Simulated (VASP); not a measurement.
# CdS (R3m) in VASP: a series of runs

CdS is run at these levels: PBE; tasks: single point.

Everything below comes from runs of VASP 6.6.1. Logs are shortened: lines on timing, memory, paths and dates and some standing lists are left out, and cuts for length are marked.

## 1. The cell of the first run

It takes space group R3m (No. 160, trigonal). Conventional cell: a = 4.131 Å, b = 4.131 Å, c = 10.069 Å, α = 90.00°, β = 90.00°, γ = 120.00°. Within 3.3 Å of Cd (site symmetry 3m) lie 4 S at 2.52 to 2.53 Å. S (site symmetry 3m) has 4 Cd at 2.52 to 2.53 Å within 3.3 Å.

## 2. Single point, PBE

INCAR reads:

```
SYSTEM = CdS
  PREC = Accurate
  ENCUT = 500
  EDIFF = 1E-6
  ISMEAR = 0
  SIGMA = 0.02
  LREAL = .False.
  LASPH = .True.
  NELM = 120
  ALGO = Normal
  ISIF = 2
  LWAVE = .False.
  LCHARG = .False.
  GGA = PE
  NBANDS = 16
  GGA_COMPAT = .False.
```

KPOINTS reads:

```
Automatic mesh
0
Gamma
  6 6 6
  0 0 0
```

POSCAR reads:

```
CdS
1.0
   -0.0097216667      2.9116391667      2.9116391667
    2.9116391667     -0.0097216667      2.9116391667
    2.9116391667      2.9116391667     -0.0097216667
Cd S
1 1
Direct
    0.0000000000      0.0000000000      0.0000000000
    0.2500000000      0.2500000000      0.2500000000
```

Potentials or basis: VASP PAW PBE potentials, release 64 (Cd, S).

On the command line:

```sh
$ cat potpaw_PBE.64/Cd/POTCAR potpaw_PBE.64/S/POTCAR > POTCAR
$ mpirun -np 1 vasp_std > vasp.out
```

OUTCAR:

```text
SYSTEM = CdS
   PREC = Accurate
   ENCUT = 500
   EDIFF = 1E-6
   ISMEAR = 0
   LREAL = .False.
   LASPH = .True.
   NELM = 120
   ISIF = 2
   GGA = PE

 ion  position               nearest neighbor table
   1  0.000  0.000  0.000-   2 2.52   2 2.53   2 2.53   2 2.53
   2  0.250  0.250  0.250-   1 2.52   1 2.53   1 2.53   1 2.53

  LATTYP: Found a trigonal (rhomboedric) cell.
 ALAT       =     4.1176910745
 COS(alpha) =     0.4966583334

  Lattice vectors:

 A1 = (  -0.0097216667,   2.9116391667,   2.9116391667)
 A2 = (   2.9116391667,  -0.0097216667,   2.9116391667)
 A3 = (   2.9116391667,   2.9116391667,  -0.0097216667)

Analysis of symmetry for initial positions (statically):
=====================================================================
 Subroutine PRICEL returns:
 Original cell was already a primitive cell.

 Routine SETGRP: Setting up the symmetry group for a
 trigonal (rhombohedral) supercell.

 Subroutine GETGRP returns: Found  6 space group operations
 (whereof  6 operations were pure point group operations)
 out of a pool of 12 trial point group operations.

The static configuration has the point symmetry C_3v.

Analysis of symmetry for dynamics (positions and initial velocities):
=====================================================================
 Subroutine PRICEL returns:
 Original cell was already a primitive cell.

 Routine SETGRP: Setting up the symmetry group for a
 trigonal (rhombohedral) supercell.

 Subroutine GETGRP returns: Found  6 space group operations
 (whereof  6 operations were pure point group operations)
 out of a pool of 12 trial point group operations.

The dynamic configuration has the point symmetry C_3v.

 Subroutine INISYM returns: Found  6 space group operations
 (whereof  6 operations are pure point group operations),
 and found     1 'primitive' translations

----------------------------------------------------------------------------------------

                                     Primitive cell

  volume of cell :      49.6149

  direct lattice vectors                    reciprocal lattice vectors
    -0.009721667  2.911639167  2.911639167    -0.170866903  0.171439322  0.171439322
     2.911639167 -0.009721667  2.911639167     0.171439322 -0.170866903  0.171439322
     2.911639167  2.911639167 -0.009721667     0.171439322  0.171439322 -0.170866903

  length of vectors
     4.117691074  4.117691074  4.117691074     0.296611498  0.296611498  0.296611498

  position of ions in fractional coordinates (direct lattice)
     0.000000000  0.000000000  0.000000000
     0.250000000  0.250000000  0.250000000

  ion indices of the primitive-cell ions
   primitive index   ion index
                 1           1
                 2           2

----------------------------------------------------------------------------------------

 KPOINTS: Automatic mesh

Automatic generation of k-mesh.
 Grid dimensions read from file:
 generate k-points for:    6    6    6

 Generating k-lattice:

  Cartesian coordinates                     Fractional coordinates (reciprocal lattice)
    -0.028477817  0.028573220  0.028573220     0.166666667  0.000000000  0.000000000
     0.028573220 -0.028477817  0.028573220     0.000000000  0.166666667  0.000000000
     0.028573220  0.028573220 -0.028477817     0.000000000  0.000000000  0.166666667

  Length of vectors
     0.049435250  0.049435250  0.049435250

  Shift w.r.t. Gamma in fractional coordinates (k-lattice)
     0.000000000  0.000000000  0.000000000

 Subroutine IBZKPT returns following result:
 ===========================================

 Found     32 irreducible k-points:

 Following reciprocal coordinates:
            Coordinates               Weight
  0.000000  0.000000  0.000000      1.000000
  0.166667  0.000000  0.000000      6.000000
  0.333333  0.000000  0.000000      6.000000
  0.500000  0.000000 -0.000000      3.000000
  0.166667  0.166667 -0.000000      6.000000
  0.333333  0.166667  0.000000     12.000000
[... 16 lines left out ...]
  0.500000  0.500000  0.166667      6.000000
 -0.333333  0.500000  0.166667     12.000000
 [... further k-points ...]
   k-points           NKPTS =     32   k-points in BZ     NKDIM =     32   number of bands    NBANDS=     16
   number of dos      NEDOS =    301   number of ions     NIONS =      2
   total plane-waves  NPLWV =  27000
   dimension x,y,z NGX =    30 NGY =   30 NGZ =   30
   dimension x,y,z NGXF=    60 NGYF=   60 NGZF=   60
   ions per type =               1   1
   NGX,Y,Z   is equivalent  to a cutoff of  12.11, 12.11, 12.11 a.u.
   NGXF,Y,Z  is equivalent  to a cutoff of  24.22, 24.22, 24.22 a.u.
 SYSTEM =  CdS
   PREC   = accura    normal or accurate (medium, high low for compatibility)
   ISTART =      0    job   : 0-new  1-cont  2-samecut
   ICHARG =      2    charge: 1-file 2-atom 10-const
   ISPIN  =      1    spin polarized calculation?
   LNONCOLLINEAR =      F non collinear calculations
   LSORBIT =      F    spin-orbit coupling
   LASPH  =      T    aspherical Exc in radial PAW
   ENCUT  =  500.0 eV  36.75 Ry    6.06 a.u.   7.51  7.51  7.51*2*pi/ulx,y,z
   NELM   =    120;   NELMIN=  2; NELMDL= -5     # of ELM steps
   EDIFF  = 0.1E-05   stopping-criterion for ELM
   LREAL  =      F    real-space projection
   EDIFFG = 0.1E-04   stopping-criterion for IOM
   NSW    =      0    number of steps for IOM
   IBRION =     -1    ionic relax: 0-MD 1-quasi-New 2-CG
   NFREE  =      0    steps in history (QN), initial steepest desc. (CG)
   ISIF   =      2    stress and relaxation
   ISYM   =      2    0-nonsym 1-usesym 2-fastsym
   POTIM  = 0.5000    time-step for ionic-motion
   TEBEG  =    0.0;   TEEND  =   0.0 temperature during run
   PSTRESS=    0.0 pullay stress
   NELECT =      18.0000    total number of electrons
   NUPDOWN=      -1.0000    fix difference up-down
   EMIN   =  10.00;   EMAX   =-10.00  energy-range for DOS
   EFERMI =   0.00;   METHOD = LEGACY
   ISMEAR =     0;   SIGMA  =   0.02  broadening in eV -4-tet -1-fermi 0-gaus
   EFERMI_NEDOS =   21; number of points for ismear=-14 and -15
   IALGO  =     38    algorithm
   IMIX   =      4    mixing-type and parameters
     AMIX     =   0.40;   BMIX     =  1.00
     AMIX_MAG =   1.60;   BMIX_MAG =  1.00
  volume/ion in A,a.u.               =      24.81       167.41
  Fermi-wavevector in a.u.,A,eV,Ry     =   1.167602  2.206448 18.548752  1.363295
  Thomas-Fermi vector in A             =   2.304100
   LORBIT       =      0    0 simple, 1 ext, 2 COOP (PROOUT), +10 PAW based schemes
   GGA     = PE    functional components
   LHFCALC =     F    Hartree Fock is set to
   AEXX    =    0.0000 exact exchange contribution
   IVDW    =     0    specifies the selected vdW correction
   LEPSILON=     F    determine dielectric tensor
   LRPA    =     F    only Hartree local field effects (RPA)
 non-spin polarized calculation
 Gauss-broadening in eV      SIGMA  =   0.02
  energy-cutoff  :      500.00
  volume of cell :       49.61
 maximum number of plane-waves:      1277
   NGX = 15   NGY = 15   NGZ = 15

 number of electron      18.0000002 magnetization

 Free energy of the ion-electron system (eV)
  ---------------------------------------------------
  ext. energy  EPLUGINS =         0.00000000
  ---------------------------------------------------
  free energy    TOTEN  =        -6.11868459 eV

  energy without entropy =       -6.11868459  energy(sigma->0) =       -6.11868459

 E-fermi :   1.4480     XC(G=0):  -9.1488

 val. band max:        1.3267334556   @ k =   0.0000   0.0000   0.0000
 cond. band min:       2.4652794026   @ k =   0.0000   0.0000   0.0000
 fundamental gap:      1.1385459470
 Fermi energy:         1.4479663335

 k-point     1 :       0.0000    0.0000    0.0000
  band No.  band energies     occupation
      1     -11.0530      2.00000
      2      -6.4174      2.00000
      3      -6.4117      2.00000
      4      -6.4117      2.00000
      5      -5.9339      2.00000
      6      -5.9339      2.00000
[... 8 lines left out ...]
     15      12.7964      0.00000
     16      12.7964      0.00000

 k-point     2 :       0.1667    0.0000    0.0000
  band No.  band energies     occupation
      1     -10.9473      2.00000
      2      -6.3792      2.00000
      3      -6.3746      2.00000
      4      -6.3126      2.00000
      5      -5.9347      2.00000
      6      -5.9343      2.00000
[... 8 lines left out ...]
     15      12.0279      0.00000
     16      13.1704      0.00000

 k-point     3 :       0.3333    0.0000    0.0000
  band No.  band energies     occupation
      1     -10.7346      2.00000
      2      -6.3174      2.00000
      3      -6.3142      2.00000
      4      -5.9427      2.00000
      5      -5.9175      2.00000
      6      -5.9165      2.00000
[... 8 lines left out ...]
     15      12.4092      0.00000
     16      12.4596      0.00000

 k-point     4 :       0.5000    0.0000   -0.0000
  band No.  band energies     occupation
      1     -10.6290      2.00000
      2      -6.2959      2.00000
      3      -6.2935      2.00000
      4      -5.8967      2.00000
      5      -5.8957      2.00000
      6      -5.5553      2.00000
[... 8 lines left out ...]
     15      13.8338      0.00000
     16      13.8909      0.00000
[... 324 lines left out ...]
 k-point    22 :      -0.1667    0.3333    0.1667
  band No.  band energies     occupation
      1     -10.5987      2.00000
      2      -6.2272      2.00000
      3      -6.2164      2.00000
      4      -6.0304      2.00000
      5      -5.8942      2.00000
      6      -5.6440      2.00000
[... 8 lines left out ...]
     15      14.3035      0.00000
     16      14.5465      0.00000

 k-point    23 :       0.5000    0.5000    0.1667
  band No.  band energies     occupation
      1     -10.5290      2.00000
      2      -6.2059      2.00000
      3      -6.1143      2.00000
      4      -6.0695      2.00000
      5      -5.8676      2.00000
      6      -5.5035      2.00000
[... 8 lines left out ...]
     15      14.0451      0.00000
     16      15.0277      0.00000

 k-point    24 :      -0.3333    0.5000    0.1667
  band No.  band energies     occupation
      1     -10.4975      2.00000
      2      -6.1854      2.00000
      3      -6.1407      2.00000
      4      -6.0117      2.00000
      5      -5.8918      2.00000
      6      -5.3467      2.00000
[... 8 lines left out ...]
     15      14.5144      0.00000
     16      14.6373      0.00000

 [... further k-points ...]

------------------------ aborting loop because EDIFF is reached ----------------------------------------

  FORCE on cell =-STRESS in cart. coord.  units (eV):
  Direction    XX          YY          ZZ          XY          YZ          ZX
  --------------------------------------------------------------------------------------
  -------------------------------------------------------------------------------------
  Total        0.9941067      0.9941067      0.9941067      0.0582394      0.0582394      0.0582394
  in kB       32.1019393     32.1019393     32.1019393      1.8806811      1.8806811      1.8806811
  external PRESSURE =      32.1019393 kB  Pullay stress =       0.0000000 kB

 VOLUME and BASIS-vectors are now :
 -----------------------------------------------------------------------------
  energy-cutoff  :      500.00
  volume of cell :       49.61
      direct lattice vectors                 reciprocal lattice vectors
    -0.009721667  2.911639167  2.911639167    -0.170866903  0.171439322  0.171439322
     2.911639167 -0.009721667  2.911639167     0.171439322 -0.170866903  0.171439322
     2.911639167  2.911639167 -0.009721667     0.171439322  0.171439322 -0.170866903

 POSITION                                       TOTAL-FORCE (eV/Angst)
 -----------------------------------------------------------------------------------
      0.00000      0.00000      0.00000        -0.024408     -0.024408     -0.024408
      1.45339      1.45339      1.45339         0.024408      0.024408      0.024408
 -----------------------------------------------------------------------------------
    total drift:                                0.000171      0.000171      0.000171

  FREE ENERGIE OF THE ION-ELECTRON SYSTEM (eV)
  ---------------------------------------------------
  free  energy   TOTEN  =        -6.1186845884 eV

  energy  without entropy=       -6.1186845884  energy(sigma->0) =       -6.11868459
```

Wall time 16 s (1 thread of Intel Xeon 6975P-C (Granite Rapids), shared host); peak memory 0.17 GiB.

What came out:

| Item | Value |
| --- | --- |
| Free energy | -6.1187 eV |
| Pressure | 3.2 GPa |
| Largest force | 0.042 eV/Å |
| Band gap on the k mesh | 1.14 eV |

Forces in eV/Å, atoms in the order of the input:
```
Cd  -0.024 -0.024 -0.024
S    0.024  0.024  0.024
```

Caveat: the cell stands under pressure. As with any semilocal functional, this PBE gap is likely too small.

## 3. Single point, PBE

INCAR reads:

```
ALGO     = Normal         # electronic algorithm
EDIFF    = 1E-6           # SCF threshold, eV
ENCUT    = 500            # plane-wave cutoff, eV
GGA      = PE             # functional
GGA_COMPAT= F            
ISIF     = 2              # what is computed and relaxed
ISMEAR   = 0              # smearing method
LASPH    = T              # aspherical terms in the spheres
LCHARG   = T              # write CHGCAR
LELF     = T              # ELF
LREAL    = F              # projectors in reciprocal space
LVHAR    = T            
LWAVE    = F              # write WAVECAR
NBANDS   = 16             # bands
NELM     = 120            # most SCF steps
PREC     = Accurate       # precision mode
SIGMA    = 0.02           # smearing width, eV
```

KPOINTS reads:

```
k-points
0
Gamma
  6 6 6
```

POSCAR reads:

```
CdS
1.0
    0.0097216667      2.9213608333      2.9213608333
    2.9213608333      0.0097216667      2.9213608333
    2.9213608333      2.9213608333      0.0097216667
Cd S
1 1
Direct
    0.0000000000      0.0000000000      0.0000000000
    0.2500000000      0.2500000000      0.2500000000
```

Potentials or basis: VASP PAW PBE potentials, release 64 (Cd, S).

On the command line:

```sh
$ cat potpaw_PBE.64/Cd/POTCAR potpaw_PBE.64/S/POTCAR > POTCAR
$ mpirun -np 1 vasp_std > vasp.out
```

Run time: 15 s. Hardware: 1 thread of Intel Xeon 6975P-C (Granite Rapids), shared host; peak memory 0.17 GiB.

The run converged. Its results:

| Property | Result |
| --- | --- |
| Free energy | -6.1187 eV |
| Pressure | 3.2 GPa |
| Largest force | 0.041 eV/Å |
| Band gap on the k mesh | 1.14 eV |

Forces in eV/Å, atoms in the order of the input:
```
Cd   0.024  0.024  0.024
S   -0.024 -0.024 -0.024
```

Stress tensor (GPa, compression positive):
```
 3.21 -0.18 -0.18
-0.18  3.21 -0.18
-0.18 -0.18  3.21
```

Levels at points of the mesh, in eV from the valence-band top:
| k point | band 7 | band 8 | band 9 | band 10 | band 11 | band 12 |
| --- | --- | --- | --- | --- | --- | --- |
| (0.00, 0.00, 0.00) | -0.02 | 0.00 | 0.00 | 1.14 | 6.50 | 6.56 |
| (0.50, 0.00, 0.00) | -4.41 | -0.76 | -0.76 | 3.00 | 6.98 | 7.02 |
| (0.50, 0.50, 0.00) | -3.96 | -1.90 | -1.87 | 3.55 | 4.35 | 9.23 |
| (0.50, 0.50, 0.50) | -4.41 | -0.74 | -0.74 | 3.03 | 7.03 | 7.03 |

Caveat: the cell stands under pressure.
